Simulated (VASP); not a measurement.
BiP: single point with r2SCAN

BiP:

```
Bi P
1.0
     3.57376    0.00000    0.00000
     0.00000    3.57376    0.00000
     0.00000    0.00000    3.57376
Bi P
1 1
Cartesian
  0.0000 0.0000 0.0000
  1.7869 1.7869 1.7869
```

```
Program                : VASP 6.6.1
Task                   : single point
Functional             : r2SCAN
Potentials or basis    : VASP PAW PBE potentials, release 64 (Bi_d, P)
Cutoff                 : 520 eV
k mesh                 : 10 × 10 × 10
Occupations            : tetrahedron
Spin                   : no spin polarisation
Dipole correction      : no
Further INCAR settings : ALGO = Normal; EDIFF = 1e-07; NBANDS = 17
```

```json
{
  "Pressure": "0.3 GPa",
  "Band gap on the k mesh": "zero (bands 10 and 11 overlap by 3.29 eV)"
}
```

Levels at points of the mesh, in eV from the Fermi level:
```tsv
k point	band 7	band 8	band 9	band 10	band 11	band 12	band 13	band 14
(0.00, 0.00, 0.00)	-6.75	-2.01	-2.01	-2.01	4.33	4.33	6.37	6.37
(0.50, 0.00, 0.00)	-11.18	-0.11	0.11	0.27	0.27	1.94	1.94	5.90
(0.50, 0.50, 0.00)	-9.59	-5.85	-5.85	0.73	3.84	4.38	4.38	7.34
(0.50, 0.50, 0.50)	-8.88	-2.67	-2.67	-2.67	-2.56	-2.56	-2.56	16.25
```

It took 75 s on 1 thread of Intel(R) Xeon(R) 6975P-C (Granite Rapids), with other jobs on the host, peak memory 0.18 GiB.

Caveat: the PAW data sets were made with another functional, which shifts forces and pressure a little; spin-orbit coupling is left out, which moves the levels of the heavy elements; tetrahedron occupations give inexact forces and stress in metals.
